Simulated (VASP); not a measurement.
# Al (Fm-3m) in VASP: notebook

Al is run at these levels: HSE06; tasks: single point.

Everything below comes from runs of VASP 6.6.1. Logs are shortened: lines on timing, memory, paths and dates and some standing lists are left out, and cuts for length are marked.

### Step 1. The cell of the first run

It takes space group Fm-3m (No. 225, cubic). The conventional cell has a = 4.040 Å, b = 4.040 Å, c = 4.040 Å, α = 90.00°, β = 90.00°, γ = 90.00°. Within 3.8 Å of Al (site symmetry m-3m) lie 12 Al at 2.86 Å.

### Step 2. Single point, HSE06

POSCAR

```
Al
1.0
    0.0000000000      2.0200000000      2.0200000000
    2.0200000000      0.0000000000      2.0200000000
    2.0200000000      2.0200000000      0.0000000000
Al
1
Direct
    0.0000000000      0.0000000000      0.0000000000
```

INCAR.step1

```
SYSTEM = Al
  ALGO = Normal
  EDIFF = 1E-5
  ENCUT = 520
  GGA = PE
  ISIF = 2
  ISMEAR = -1
  LASPH = .TRUE.
  LCHARG = .FALSE.
  LREAL = .FALSE.
  LWAVE = .TRUE.
  NBANDS = 8
  NELM = 60
  PREC = Accurate
  SIGMA = 0.02
```

INCAR.step2

```
SYSTEM = Al
  ALGO = Normal
  EDIFF = 1E-6
  ENCUT = 520
  GGA = PE
  HFSCREEN = 0.2079
  ISIF = 2
  ISMEAR = -1
  ISTART = 1
  LASPH = .TRUE.
  LCHARG = .FALSE.
  LHFCALC = .TRUE.
  LREAL = .FALSE.
  LWAVE = .FALSE.
  NBANDS = 8
  NELM = 60
  PREC = Accurate
  PRECFOCK = Normal
  SIGMA = 0.02
```

KPOINTS

```
k-points
0
G
  6 6 6
  0 0 0
```

Potentials or basis: VASP PAW PBE potentials, release 64 (Al).

Run with:

```
$ cat potpaw_PBE.64/Al/POTCAR > POTCAR
$ cp INCAR.step1 INCAR
$ mpirun -np 1 vasp_std > vasp.out
$ cp INCAR.step2 INCAR
$ mpirun -np 1 vasp_std > vasp.out
```

OUTCAR:

```text
SYSTEM = Al
   EDIFF = 1E-6
   ENCUT = 520
   GGA = PE
   HFSCREEN = 0.2079
   ISIF = 2
   ISMEAR = -1
   ISTART = 1
   LASPH = .TRUE.
   LHFCALC = .TRUE.
   LREAL = .FALSE.
   NELM = 60
   PREC = Accurate
   PRECFOCK = Normal

 ion  position               nearest neighbor table
   1  0.000  0.000  0.000-

  LATTYP: Found a face centered cubic cell.
 ALAT       =     4.0400000000

  Lattice vectors:

 A1 = (   0.0000000000,   2.0200000000,   2.0200000000)
 A2 = (   2.0200000000,   0.0000000000,   2.0200000000)
 A3 = (   2.0200000000,   2.0200000000,   0.0000000000)

Analysis of symmetry for initial positions (statically):
=====================================================================
 Subroutine PRICEL returns:
 Original cell was already a primitive cell.

 Routine SETGRP: Setting up the symmetry group for a
 face centered cubic supercell.

 Subroutine GETGRP returns: Found 48 space group operations
 (whereof 48 operations were pure point group operations)
 out of a pool of 48 trial point group operations.

The static configuration has the point symmetry O_h .

Analysis of symmetry for dynamics (positions and initial velocities):
=====================================================================
 Subroutine PRICEL returns:
 Original cell was already a primitive cell.

 Routine SETGRP: Setting up the symmetry group for a
 face centered cubic supercell.

 Subroutine GETGRP returns: Found 48 space group operations
 (whereof 48 operations were pure point group operations)
 out of a pool of 48 trial point group operations.

The dynamic configuration has the point symmetry O_h .

 Subroutine INISYM returns: Found 48 space group operations
 (whereof 48 operations are pure point group operations),
 and found     1 'primitive' translations

----------------------------------------------------------------------------------------

                                     Primitive cell

  volume of cell :      16.4848

  direct lattice vectors                    reciprocal lattice vectors
     0.000000000  2.020000000  2.020000000    -0.247524752  0.247524752  0.247524752
     2.020000000  0.000000000  2.020000000     0.247524752 -0.247524752  0.247524752
     2.020000000  2.020000000  0.000000000     0.247524752  0.247524752 -0.247524752

  length of vectors
     2.856711396  2.856711396  2.856711396     0.428725447  0.428725447  0.428725447

  position of ions in fractional coordinates (direct lattice)
     0.000000000  0.000000000  0.000000000

  ion indices of the primitive-cell ions
   primitive index   ion index
                 1           1

----------------------------------------------------------------------------------------

 KPOINTS: k-points

Automatic generation of k-mesh.
 Grid dimensions read from file:
 generate k-points for:    6    6    6

 Generating k-lattice:

  Cartesian coordinates                     Fractional coordinates (reciprocal lattice)
    -0.041254125  0.041254125  0.041254125     0.166666667  0.000000000  0.000000000
     0.041254125 -0.041254125  0.041254125     0.000000000  0.166666667  0.000000000
     0.041254125  0.041254125 -0.041254125     0.000000000  0.000000000  0.166666667

  Length of vectors
     0.071454241  0.071454241  0.071454241

  Shift w.r.t. Gamma in fractional coordinates (k-lattice)
     0.000000000  0.000000000  0.000000000

 Subroutine IBZKPT returns following result:
 ===========================================

 Found     16 irreducible k-points:

 Following reciprocal coordinates:
            Coordinates               Weight
  0.000000  0.000000  0.000000      1.000000
  0.166667  0.000000  0.000000      8.000000
  0.333333  0.000000  0.000000      8.000000
  0.500000  0.000000  0.000000      4.000000
  0.166667  0.166667  0.000000      6.000000
  0.333333  0.166667  0.000000     24.000000
[... 8 lines left out ...]
 -0.333333  0.333333  0.166667     24.000000
 -0.333333  0.500000  0.166667     12.000000
   k-points           NKPTS =     16   k-points in BZ     NKDIM =    216   number of bands    NBANDS=      8
   number of dos      NEDOS =    301   number of ions     NIONS =      1
   total plane-waves  NPLWV =  13824
   dimension x,y,z NGX =    24 NGY =   24 NGZ =   24
   dimension x,y,z NGXF=    48 NGYF=   48 NGZF=   48
   ions per type =               1
   NGX,Y,Z   is equivalent  to a cutoff of  13.97, 13.97, 13.97 a.u.
   NGXF,Y,Z  is equivalent  to a cutoff of  27.93, 27.93, 27.93 a.u.
 SYSTEM =  Al
   PREC   = accura    normal or accurate (medium, high low for compatibility)
   ISTART =      1    job   : 0-new  1-cont  2-samecut
   ICHARG =      0    charge: 1-file 2-atom 10-const
   ISPIN  =      1    spin polarized calculation?
   LNONCOLLINEAR =      F non collinear calculations
   LSORBIT =      F    spin-orbit coupling
   LASPH  =      T    aspherical Exc in radial PAW
   ENCUT  =  520.0 eV  38.22 Ry    6.18 a.u.   5.31  5.31  5.31*2*pi/ulx,y,z
   NELM   =     60;   NELMIN=  2; NELMDL=  0     # of ELM steps
   EDIFF  = 0.1E-05   stopping-criterion for ELM
   LREAL  =      F    real-space projection
   EDIFFG = 0.1E-04   stopping-criterion for IOM
   NSW    =      0    number of steps for IOM
   IBRION =     -1    ionic relax: 0-MD 1-quasi-New 2-CG
   NFREE  =      0    steps in history (QN), initial steepest desc. (CG)
   ISIF   =      2    stress and relaxation
   ISYM   =      3    0-nonsym 1-usesym 2-fastsym
   POTIM  = 0.5000    time-step for ionic-motion
   TEBEG  =    0.0;   TEEND  =   0.0 temperature during run
   PSTRESS=    0.0 pullay stress
   NELECT =       3.0000    total number of electrons
   NUPDOWN=      -1.0000    fix difference up-down
   EMIN   =  10.00;   EMAX   =-10.00  energy-range for DOS
   EFERMI =   0.00;   METHOD = LEGACY
   ISMEAR =    -1;   SIGMA  =   0.02  broadening in eV -4-tet -1-fermi 0-gaus
   EFERMI_NEDOS =   21; number of points for ismear=-14 and -15
   IALGO  =     38    algorithm
   IMIX   =      1    mixing-type and parameters
     AMIX     =   0.40;   BMIX     =  1.00
     AMIX_MAG =   1.60;   BMIX_MAG =  1.00
  volume/ion in A,a.u.               =      16.48       111.25
  Fermi-wavevector in a.u.,A,eV,Ry     =   0.927728  1.753151 11.710246  0.860679
  Thomas-Fermi vector in A             =   2.053828
   LORBIT       =      0    0 simple, 1 ext, 2 COOP (PROOUT), +10 PAW based schemes
   GGA     = PE    functional components
   LHFCALC =     T    Hartree Fock is set to
   PRECFOCK=normal    Normal, Fast or Accurate (Low or Medium for compatibility)
   ENCUT4O =  -1.0   cutoff for four orbital integrals eV
   NKREDX  =     1    reduce k-point grid by
   NKREDY  =     1    reduce k-point grid by
   NKREDZ  =     1    reduce k-point grid by
   AEXX    =    0.2500 exact exchange contribution
   HFSCREEN=    0.2079 screening length (either q_TF or 0.3 A-1)
   HFSCREENC=   0.2079 screening length for correlation (either q_TF or 0.3 A-1)
   ENCUTFOCK=  -1.0 apply spherical cutoff to Coloumb kernel
   IVDW    =     0    specifies the selected vdW correction
   LEPSILON=     F    determine dielectric tensor
   LRPA    =     F    only Hartree local field effects (RPA)
 non-spin polarized calculation
  energy-cutoff  :      520.00
  volume of cell :       16.48
 maximum number of plane-waves:       459
 NGX is ok and might be reduce to    24
  NGX = 16; NGY = 16; NGZ = 16

 number of electron       3.0000000 magnetization

 Free energy of the ion-electron system (eV)
  ---------------------------------------------------
  ext. energy  EPLUGINS =         0.00000000
  ---------------------------------------------------
  free energy    TOTEN  =        -4.17474049 eV

  energy without entropy =       -4.17312709  energy(sigma->0) =       -4.17393379

 E-fermi :   8.5007     XC(G=0):  -8.4155

 val. band max:        7.3255174617   @ k =  -0.3333   0.5000   0.1667
 cond. band min:       8.5081894469   @ k =  -0.3333   0.3333   0.0000
 fundamental gap:      1.1826719852
 Fermi energy:         8.5006669466

 k-point     1 :       0.0000    0.0000    0.0000
  band No.  band energies     occupation
      1      -4.7069      2.00000
      2      21.7089      0.00000
      3      21.7089      0.00000
      4      21.7089      0.00000
      5      23.2336      0.00000
      6      23.2336      0.00000
      7      23.2336      0.00000
      8      25.4424      0.00000

 k-point     2 :       0.1667    0.0000    0.0000
  band No.  band energies     occupation
      1      -3.8617      2.00000
      2      15.3619      0.00000
      3      20.3669      0.00000
      4      20.3669      0.00000
      5      23.6394      0.00000
      6      25.2703      0.00000
      7      25.2703      0.00000
      8      26.4756      0.00000

 k-point     3 :       0.3333    0.0000    0.0000
  band No.  band energies     occupation
      1      -1.3355      2.00000
      2       8.5852      0.02881
      3      19.7525      0.00000
      4      19.7525      0.00000
      5      22.4648      0.00000
      6      22.4648      0.00000
      7      23.3477      0.00000
      8      26.4357      0.00000

 k-point     4 :       0.5000    0.0000    0.0000
  band No.  band energies     occupation
      1       2.7218      2.00000
      2       2.9921      2.00000
      3      20.4303      0.00000
      4      20.4303      0.00000
      5      20.4700      0.00000
      6      20.4700      0.00000
      7      24.0396      0.00000
      8      24.4590      0.00000

 k-point     5 :       0.1667    0.1667    0.0000
  band No.  band energies     occupation
      1      -3.5803      2.00000
      2      17.9060      0.00000
      3      17.9060      0.00000
      4      18.0275      0.00000
      5      21.3232      0.00000
      6      21.4948      0.00000
      7      28.4336      0.00000
      8      28.4336      0.00000
[... 89 lines left out ...]
 k-point    14 :       0.5000    0.3333    0.1667
  band No.  band energies     occupation
      1       0.8987      2.00000
      2       9.9416      0.00000
      3      11.5899      0.00000
      4      14.0040      0.00000
      5      21.8708      0.00000
      6      23.5817      0.00000
      7      25.6251      0.00000
      8      32.5210      0.00000

 k-point    15 :      -0.3333    0.3333    0.1667
  band No.  band energies     occupation
      1       4.8723      2.00000
      2       5.1986      2.00000
      3      11.3879      0.00000
      4      12.0583      0.00000
      5      23.1155      0.00000
      6      23.6330      0.00000
      7      28.2289      0.00000
      8      29.4112      0.00000

 k-point    16 :      -0.3333    0.5000    0.1667
  band No.  band energies     occupation
      1       5.6846      2.00000
      2       7.3255      2.00000
      3       8.9136      0.00000
      4      10.7141      0.00000
      5      20.9441      0.00000
      6      22.8700      0.00000
      7      29.3500      0.00000
      8      30.4554      0.00000

------------------------ aborting loop because EDIFF is reached ----------------------------------------

  FORCE on cell =-STRESS in cart. coord.  units (eV):
  Direction    XX          YY          ZZ          XY          YZ          ZX
  --------------------------------------------------------------------------------------
  -------------------------------------------------------------------------------------
  Total       -0.0252211     -0.0252211     -0.0252211     -0.0000000      0.0000000      0.0000000
  in kB       -2.4512621     -2.4512621     -2.4512621     -0.0000000      0.0000000      0.0000000
  external PRESSURE =      -2.4512621 kB  Pullay stress =       0.0000000 kB

 VOLUME and BASIS-vectors are now :
 -----------------------------------------------------------------------------
  energy-cutoff  :      520.00
  volume of cell :       16.48
      direct lattice vectors                 reciprocal lattice vectors
     0.000000000  2.020000000  2.020000000    -0.247524752  0.247524752  0.247524752
     2.020000000  0.000000000  2.020000000     0.247524752 -0.247524752  0.247524752
     2.020000000  2.020000000  0.000000000     0.247524752  0.247524752 -0.247524752

 POSITION                                       TOTAL-FORCE (eV/Angst)
 -----------------------------------------------------------------------------------
      0.00000      0.00000      0.00000         0.000000     -0.000000     -0.000000
 -----------------------------------------------------------------------------------
    total drift:                               -0.000010     -0.000014     -0.000014

  FREE ENERGIE OF THE ION-ELECTRON SYSTEM (eV)
  ---------------------------------------------------
  free  energy   TOTEN  =        -4.1747404899 eV

  energy  without entropy=       -4.1731270869  energy(sigma->0) =       -4.17393379
```

It took 2.3 min on 1 thread of AMD EPYC 7R13, shared host; peak memory 0.2 GiB.

Results:

| Item | Value |
| --- | --- |
| Free energy | -4.1747 eV |
| Pressure | -0.2 GPa |
| Band gap on the k mesh | zero (an odd number of electrons rules out a gap without spin polarisation) |

Caveat: the k points lie up to 0.45 Å⁻¹ apart, too coarse for converged energies and pressures of a metal; the PAW data sets were made with another functional, which shifts forces and pressure a little.

### Step 3. Single point, HSE06

This run uses another cell than the first one, of 15.66 Å³/atom.

POSCAR

```
Al
1.0
    0.0000000000      1.9857560964      1.9857560964
    1.9857560964      0.0000000000      1.9857560964
    1.9857560964      1.9857560964      0.0000000000
Al
1
Direct
    0.0000000000      0.0000000000      0.0000000000
```

INCAR.step1

```
ALGO = Normal
EDIFF = 1E-5
ENCUT = 520
GGA = PE
ISIF = 2
ISMEAR = -1
LASPH = T
LCHARG = F
LREAL = F
LWAVE = T
NBANDS = 8
NELM = 100
PREC = Accurate
SIGMA = 0.1
```

INCAR.step2

```
ALGO = Normal
EDIFF = 1E-6
ENCUT = 520
GGA = PE
HFSCREEN = 0.2079
ISIF = 2
ISMEAR = -1
ISTART = 1
LASPH = T
LCHARG = F
LHFCALC = T
LREAL = F
LWAVE = F
NBANDS = 8
NELM = 100
PREC = Accurate
PRECFOCK = Normal
SIGMA = 0.1
```

KPOINTS

```
k-points
0
Gamma
  6 6 6
```

Potentials or basis: VASP PAW PBE potentials, release 64 (Al).

Run with:

```
$ cat potpaw_PBE.64/Al/POTCAR > POTCAR
$ cp INCAR.step1 INCAR
$ mpirun -np 1 vasp_std > vasp.out
$ cp INCAR.step2 INCAR
$ mpirun -np 1 vasp_std > vasp.out
```

It took 2.6 min on 1 thread of AMD EPYC 7R13, shared host; peak memory 0.2 GiB.

The run converged. Its results:

* Free energy: -4.1738 eV
* Pressure: 4.1 GPa
* Band gap on the k mesh: zero (an odd number of electrons rules out a gap without spin polarisation)

Levels at points of the mesh, in eV from the Fermi level:
```tsv
k point	band 1	band 2	band 3	band 4	band 5
(0.00, 0.00, 0.00)	-13.59	13.53	13.53	13.53	15.45
(0.50, 0.00, 0.00)	-6.01	-5.58	12.24	12.24	12.52
(0.50, 0.50, 0.00)	-4.02	-2.23	5.41	6.03	6.03
```

Caveat: the k points lie up to 0.46 Å⁻¹ apart, too coarse for converged energies and pressures of a metal; the PAW data sets were made with another functional, which shifts forces and pressure a little.

### Step 4. Single point, HSE06

This run uses another cell than the first one, of 16.16 Å³/atom.

POSCAR

```
Al
1.0
    0.0000000000      2.0064425445      2.0064425445
    2.0064425445      0.0000000000      2.0064425445
    2.0064425445      2.0064425445      0.0000000000
Al
1
Direct
    0.0000000000      0.0000000000      0.0000000000
```

INCAR.step1

```
SYSTEM = Al
PREC     = Accurate       ! precision mode
ENCUT    = 520            ! plane-wave cutoff, eV
EDIFF    = 1E-5           ! SCF threshold, eV
ISMEAR   = -1             ! smearing method
SIGMA    = 0.1            ! smearing width, eV
LREAL    = .FALSE.        ! projectors in reciprocal space
LASPH    = .TRUE.         ! aspherical terms in the spheres
NELM     = 100            ! most SCF steps
ALGO     = Normal         ! electronic algorithm
ISIF     = 2              ! what is computed and relaxed
LWAVE    = .TRUE.         ! write WAVECAR
LCHARG   = .FALSE.        ! write CHGCAR
NBANDS   = 8              ! bands
GGA      = PE             ! functional
```

INCAR.step2

```
SYSTEM = Al
PREC     = Accurate       ! precision mode
ENCUT    = 520            ! plane-wave cutoff, eV
EDIFF    = 1E-7           ! SCF threshold, eV
ISMEAR   = -1             ! smearing method
SIGMA    = 0.1            ! smearing width, eV
LREAL    = .FALSE.        ! projectors in reciprocal space
LASPH    = .TRUE.         ! aspherical terms in the spheres
NELM     = 100            ! most SCF steps
ALGO     = Normal         ! electronic algorithm
ISIF     = 2              ! what is computed and relaxed
LWAVE    = .FALSE.        ! write WAVECAR
LCHARG   = .FALSE.        ! write CHGCAR
GGA      = PE             ! functional
LHFCALC  = .TRUE.         ! exact exchange
HFSCREEN = 0.2079         ! screening, 1/A
PRECFOCK = Normal       
NBANDS   = 8              ! bands
ISTART   = 1
```

KPOINTS

```
regular mesh
0
G
  6 6 6
  0 0 0
```

Run with:

```
$ cat potpaw_PBE.64/Al/POTCAR > POTCAR
$ cp INCAR.step1 INCAR
$ mpirun -np 1 vasp_std > vasp.out
$ cp INCAR.step2 INCAR
$ mpirun -np 1 vasp_std > vasp.out
```

It took 2.5 min on 1 thread of AMD EPYC 7R13, shared host; peak memory 0.2 GiB.

Results (log left out):

```
Free energy            : -4.1819 eV
Pressure               : 1.2 GPa
Band gap on the k mesh : zero (an odd number of electrons rules out a gap without spin polarisation)
```

Levels at points of the mesh, in eV from the Fermi level:
```
           k point  band 1  band 2  band 3  band 4  band 5
(0.00, 0.00, 0.00)  -13.31   13.38   13.38   13.38   15.06
(0.50, 0.00, 0.00)   -5.83   -5.50   12.12   12.12   12.20
(0.50, 0.50, 0.00)   -3.90   -2.19    5.44    5.91    5.91
```

Caveat: the k points lie up to 0.45 Å⁻¹ apart, too coarse for converged energies and pressures of a metal; the PAW data sets were made with another functional, which shifts forces and pressure a little.

### Step 5. Summary

```tsv
cell	smearing	gap on the mesh (eV)	pressure (GPa)
a = 2.857 Å, angles 60.0°, 1 atom	fermi-dirac 0.02 eV	none	-0.2
a = 2.808 Å, angles 60.0°, 1 atom	fermi-dirac 0.1 eV	none	4.1
a = 2.838 Å, angles 60.0°, 1 atom	fermi-dirac 0.1 eV	none	1.2
```

Alike in all rows: task single point; level HSE06; potentials or basis VASP PAW PBE potentials, release 64 (Al); no spin polarisation; k mesh 6 × 6 × 6; cutoff (eV) 520.

Caveats: all runs use coarse meshes; the PAW data sets were made with another functional, which shifts forces and pressure a little.

Absolute energies hang on the potentials; compare differences alone.

The gap in the log of VASP goes by the Fermi energy; the results here count the filled bands.